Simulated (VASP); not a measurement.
# Se (Immm) in VASP: relaxation of cell and atoms with PBE

Aim: the relaxation of cell and atoms of Se with PBE.

All numbers are computed with VASP 6.6.1; they aren't measurements. Logs are shortened: lines on timing, memory, paths and dates and some standing lists are left out, and cuts for length are marked.

### Step 1. The cell of the first run

It takes space group Immm (No. 71, orthorhombic). Conventional cell: a = 4.661 Å, b = 5.461 Å, c = 6.284 Å, α = 90.00°, β = 90.00°, γ = 90.00°. Se (site symmetry mmm) has 4 Se at 2.33 to 2.73 Å within 3.1 Å. Within 3.6 Å of Se (site symmetry mmm) lie 8 Se at 2.73 to 3.59 Å. Se (site symmetry mmm) has 2 Se at 2.33 Å within 3.1 Å.

### Step 2. Relaxation of cell and atoms, PBE

File INCAR:

```
SYSTEM = Se
PREC = Accurate
ENCUT = 600
EDIFF = 1E-6
ISMEAR = 0
SIGMA = 0.1
LREAL = .FALSE.
LASPH = .TRUE.
NELM = 60
ALGO = Normal
ISIF = 3
LWAVE = .FALSE.
LCHARG = .FALSE.
GGA = PE
IBRION = 2
NSW = 90
EDIFFG = -0.04
```

File KPOINTS:

```
regular mesh
0
G
  6 6 6
  0 0 0
```

File POSCAR:

```
Se
1.0
   -2.3305074300      2.7304549000      3.1422084400
    2.3305074300     -2.7304549000      3.1422084400
    2.3305074300      2.7304549000     -3.1422084400
Se
3
Direct
    0.5000000000      0.5000000000      0.0000000000
    0.0000000000      0.5000000000      0.5000000000
    0.5000000000      0.0000000000      0.5000000000
```

Potentials or basis: VASP PAW PBE potentials, release 64 (Se).

Command:

```
> cat potpaw_PBE.64/Se/POTCAR > POTCAR
> mpirun -np 1 vasp_std > vasp.out
```

OUTCAR:

```text
SYSTEM = Se
   PREC = Accurate
   ENCUT = 600
   EDIFF = 1E-6
   ISMEAR = 0
   LREAL = .FALSE.
   LASPH = .TRUE.
   NELM = 60
   ISIF = 3
   GGA = PE
   IBRION = 2
   NSW = 90
   EDIFFG = -0.04

 ion  position               nearest neighbor table
   1  0.500  0.500  0.000-   3 2.33   3 2.33   2 2.73   2 2.73
   2  0.000  0.500  0.500-   1 2.73   1 2.73
   3  0.500  0.000  0.500-   1 2.33   1 2.33

  LATTYP: Found a body centered orthorhombic cell.
 ALAT       =     4.6610148600
 B/A-ratio  =     1.1716139004
 C/A-ratio  =     1.3482936804

  Lattice vectors:

 A1 = (  -2.3305074300,   2.7304549000,   3.1422084400)
 A2 = (   2.3305074300,  -2.7304549000,   3.1422084400)
 A3 = (   2.3305074300,   2.7304549000,  -3.1422084400)

Analysis of symmetry for initial positions (statically):
=====================================================================
 Subroutine PRICEL returns:
 Original cell was already a primitive cell.

 Routine SETGRP: Setting up the symmetry group for a
 body centered orthorhombic supercell.

 Subroutine GETGRP returns: Found  8 space group operations
 (whereof  8 operations were pure point group operations)
 out of a pool of  8 trial point group operations.

The static configuration has the point symmetry D_2h.

Analysis of symmetry for dynamics (positions and initial velocities):
=====================================================================
 Subroutine PRICEL returns:
 Original cell was already a primitive cell.

 Routine SETGRP: Setting up the symmetry group for a
 body centered orthorhombic supercell.

 Subroutine GETGRP returns: Found  8 space group operations
 (whereof  8 operations were pure point group operations)
 out of a pool of  8 trial point group operations.

The dynamic configuration has the point symmetry D_2h.

 Subroutine INISYM returns: Found  8 space group operations
 (whereof  8 operations are pure point group operations),
 and found     1 'primitive' translations

----------------------------------------------------------------------------------------

                                     Primitive cell

  volume of cell :      79.9798

  direct lattice vectors                    reciprocal lattice vectors
    -2.330507430  2.730454900  3.142208440     0.000000000  0.183119670  0.159123753
     2.330507430 -2.730454900  3.142208440     0.214545551  0.000000000  0.159123753
     2.330507430  2.730454900 -3.142208440     0.214545551  0.183119670  0.000000000

  length of vectors
     4.770757039  4.770757039  4.770757039     0.242596748  0.267114511  0.282068444

  position of ions in fractional coordinates (direct lattice)
     0.500000000  0.500000000  0.000000000
     0.000000000  0.500000000  0.500000000
     0.500000000  0.000000000  0.500000000

  ion indices of the primitive-cell ions
   primitive index   ion index
                 1           1
                 2           2
                 3           3

----------------------------------------------------------------------------------------

 KPOINTS: regular mesh

Automatic generation of k-mesh.
 Grid dimensions read from file:
 generate k-points for:    6    6    6

 Generating k-lattice:

  Cartesian coordinates                     Fractional coordinates (reciprocal lattice)
     0.000000000  0.030519945  0.026520626     0.166666667  0.000000000  0.000000000
     0.035757592  0.000000000  0.026520626     0.000000000  0.166666667  0.000000000
     0.035757592  0.030519945  0.000000000     0.000000000  0.000000000  0.166666667

  Length of vectors
     0.040432791  0.044519085  0.047011407

  Shift w.r.t. Gamma in fractional coordinates (k-lattice)
     0.000000000  0.000000000  0.000000000

 Subroutine IBZKPT returns following result:
 ===========================================

 Found     46 irreducible k-points:

 Following reciprocal coordinates:
            Coordinates               Weight
  0.000000  0.000000  0.000000      1.000000
  0.166667  0.000000  0.000000      4.000000
  0.333333 -0.000000  0.000000      4.000000
  0.500000  0.000000  0.000000      2.000000
 -0.000000  0.166667  0.000000      4.000000
  0.166667  0.166667  0.000000      8.000000
[... 16 lines left out ...]
 -0.166667  0.166667  0.166667      2.000000
  0.166667  0.333333  0.166667      4.000000
 [... further k-points ...]
   k-points           NKPTS =     46   k-points in BZ     NKDIM =     46   number of bands    NBANDS=     13
   number of dos      NEDOS =    301   number of ions     NIONS =      3
   total plane-waves  NPLWV =  64000
   dimension x,y,z NGX =    40 NGY =   40 NGZ =   40
   dimension x,y,z NGXF=    80 NGYF=   80 NGZF=   80
   ions per type =               3
   NGX,Y,Z   is equivalent  to a cutoff of  13.94, 13.94, 13.94 a.u.
   NGXF,Y,Z  is equivalent  to a cutoff of  27.88, 27.88, 27.88 a.u.
 SYSTEM =  Se
   PREC   = accura    normal or accurate (medium, high low for compatibility)
   ISTART =      0    job   : 0-new  1-cont  2-samecut
   ICHARG =      2    charge: 1-file 2-atom 10-const
   ISPIN  =      1    spin polarized calculation?
   LNONCOLLINEAR =      F non collinear calculations
   LSORBIT =      F    spin-orbit coupling
   LASPH  =      T    aspherical Exc in radial PAW
   ENCUT  =  600.0 eV  44.10 Ry    6.64 a.u.   9.53  9.53  9.53*2*pi/ulx,y,z
   NELM   =     60;   NELMIN=  2; NELMDL= -5     # of ELM steps
   EDIFF  = 0.1E-05   stopping-criterion for ELM
   LREAL  =      F    real-space projection
   EDIFFG = -.4E-01   stopping-criterion for IOM
   NSW    =     90    number of steps for IOM
   IBRION =      2    ionic relax: 0-MD 1-quasi-New 2-CG
   NFREE  =      1    steps in history (QN), initial steepest desc. (CG)
   ISIF   =      3    stress and relaxation
   ISYM   =      2    0-nonsym 1-usesym 2-fastsym
   POTIM  = 0.5000    time-step for ionic-motion
   TEBEG  =    0.0;   TEEND  =   0.0 temperature during run
   PSTRESS=    0.0 pullay stress
   NELECT =      18.0000    total number of electrons
   NUPDOWN=      -1.0000    fix difference up-down
   EMIN   =  10.00;   EMAX   =-10.00  energy-range for DOS
   EFERMI =   0.00;   METHOD = LEGACY
   ISMEAR =     0;   SIGMA  =   0.10  broadening in eV -4-tet -1-fermi 0-gaus
   EFERMI_NEDOS =   21; number of points for ismear=-14 and -15
   IALGO  =     38    algorithm
   IMIX   =      4    mixing-type and parameters
     AMIX     =   0.40;   BMIX     =  1.00
     AMIX_MAG =   1.60;   BMIX_MAG =  1.00
  volume/ion in A,a.u.               =      26.66       179.91
  Fermi-wavevector in a.u.,A,eV,Ry     =   0.995800  1.881789 13.491780  0.991618
  Thomas-Fermi vector in A             =   2.127845
   LORBIT       =      0    0 simple, 1 ext, 2 COOP (PROOUT), +10 PAW based schemes
   GGA     = PE    functional components
   LHFCALC =     F    Hartree Fock is set to
   AEXX    =    0.0000 exact exchange contribution
   IVDW    =     0    specifies the selected vdW correction
   LEPSILON=     F    determine dielectric tensor
   LRPA    =     F    only Hartree local field effects (RPA)
 conjugate gradient relaxation of ions
 non-spin polarized calculation
 Gauss-broadening in eV      SIGMA  =   0.10
  energy-cutoff  :      600.00
  volume of cell :       79.98
 maximum number of plane-waves:      2699
 NGX is ok and might be reduce to    40
   NGX = 19   NGY = 19   NGZ = 19

--------------------------------------- Ionic step        1  -------------------------------------------

 number of electron      17.9999999 magnetization

 Free energy of the ion-electron system (eV)
  ---------------------------------------------------
  ext. energy  EPLUGINS =         0.00000000
  ---------------------------------------------------
  free energy    TOTEN  =        -8.62217069 eV

  energy without entropy =       -8.60713290  energy(sigma->0) =       -8.61465179

------------------------ aborting loop because EDIFF is reached ----------------------------------------

  FORCE on cell =-STRESS in cart. coord.  units (eV):
  Direction    XX          YY          ZZ          XY          YZ          ZX
  --------------------------------------------------------------------------------------
  -------------------------------------------------------------------------------------
  Total        9.6549096     -1.3982650     -2.7897548      0.0000000      0.0000000      0.0000000
  in kB      193.4097282    -28.0104177    -55.8851127      0.0000000      0.0000000      0.0000000
  external PRESSURE =      36.5047326 kB  Pullay stress =       0.0000000 kB
[... 244 lines left out ...]
  energy  without entropy=       -9.7057010063  energy(sigma->0) =       -9.71069193

--------------------------------------- Ionic step        8  -------------------------------------------

 number of electron      18.0000001 magnetization

 Free energy of the ion-electron system (eV)
  ---------------------------------------------------
  ext. energy  EPLUGINS =         0.00000000
  ---------------------------------------------------
  free energy    TOTEN  =        -9.71765583 eV

  energy without entropy =       -9.70762367  energy(sigma->0) =       -9.71263975

 E-fermi :   2.9618     XC(G=0):  -9.3197

 val. band max:        2.9208186537   @ k =  -0.3333   0.5000   0.1667
 cond. band min:       3.0208610800   @ k =   0.3333   0.3333   0.1667
 fundamental gap:      0.1000424263
 Fermi energy:         2.9617959938

 k-point     1 :       0.0000    0.0000    0.0000
  band No.  band energies     occupation
      1     -12.4311      2.00000
      2      -7.7770      2.00000
      3      -7.7734      2.00000
      4      -2.0128      2.00000
      5      -2.0126      2.00000
      6      -2.0077      2.00000
      7       1.8130      2.00000
      8       1.8142      2.00000
      9       1.8142      2.00000
     10       7.6408      0.00000
     11       7.6419      0.00000
     12       7.6450      0.00000
     13       7.6552      0.00000
[... 353 lines left out ...]
 k-point    24 :       0.1667    0.3333    0.1667
  band No.  band energies     occupation
      1     -10.6514      2.00000
      2     -10.0769      2.00000
      3      -9.3414      2.00000
      4      -0.6730      2.00000
      5      -0.2849      2.00000
      6       1.2656      2.00000
      7       1.7160      2.00000
      8       2.0093      2.00000
      9       2.0926      2.00000
     10       2.8126      1.96516
     11       3.0209      0.40322
     12       4.2677      0.00000
     13      10.7680      0.00000

 [... further k-points ...]

------------------------ aborting loop because EDIFF is reached ----------------------------------------

  FORCE on cell =-STRESS in cart. coord.  units (eV):
  Direction    XX          YY          ZZ          XY          YZ          ZX
  --------------------------------------------------------------------------------------
  -------------------------------------------------------------------------------------
  Total       -0.0734110     -0.0500876     -0.0484584      0.0000000      0.0000000      0.0000000
  in kB       -1.5609566     -1.0650244     -1.0303818      0.0000000      0.0000000      0.0000000
  external PRESSURE =      -1.2187876 kB  Pullay stress =       0.0000000 kB
[... 18 lines left out ...]
  FREE ENERGIE OF THE ION-ELECTRON SYSTEM (eV)
  ---------------------------------------------------
  free  energy   TOTEN  =        -9.7176558269 eV

  energy  without entropy=       -9.7076236706  energy(sigma->0) =       -9.71263975

 reached required accuracy - stopping structural energy minimisation
```

Wall time 4.1 min (1 thread of Intel Xeon Platinum 8259CL at 2.50GHz (Skylake/Cascade Lake), shared host); peak memory 0.28 GiB.

What came out:

```yaml
Free_energy: -9.7177 eV
Relaxed_volume: 25.12 Å³/atom
Relaxed_cell: a = 4.609 Å, b = 4.609 Å, c = 4.609 Å, α = 109.45°, β = 109.48°, γ = 109.48°
Space_group_after_relaxing_to_0.05_Å: Im-3m (No. 229)
Energy_gained_by_relaxing: 365.2 meV/atom
Ionic_steps: 8
Pressure_after_relaxing: -0.1 GPa
Band_gap_on_the_k_mesh: zero (band 9 reaches 3.19 eV, above the bottom of band 10 at 2.75 eV)
```

The path:
| step | energy change (eV) | largest force (eV/Å) | pressure (GPa) | volume (Å³) |
| --- | --- | --- | --- | --- |
| 1 | 0.0000 | 0.0000 | 3.65 | 79.98 |
| 2 | -0.7425 | 0.0000 | -4.67 | 86.27 |
| 3 | -0.7419 | 0.0000 | -4.53 | 86.08 |
| 4 | -1.0269 | 0.0000 | -1.55 | 77.89 |
| 5 | -1.0463 | 0.0000 | -0.27 | 75.99 |
| 6 | -1.0930 | 0.0000 | 0.41 | 74.70 |
| 7 | -1.0935 | 0.0000 | 0.31 | 74.82 |
| 8 | -1.0955 | 0.0000 | -0.12 | 75.35 |

Final structure:
```xyz
3
Lattice="-2.6615 2.6604 2.6604 2.6615 -2.6604 2.6604 2.6615 2.6604 -2.6604" Properties=species:S:1:pos:R:3 pbc="T T T"
Se    0.0000    0.0000    2.6604
Se    0.0000    2.6604    2.6604
Se    0.0000    2.6604    0.0000
```
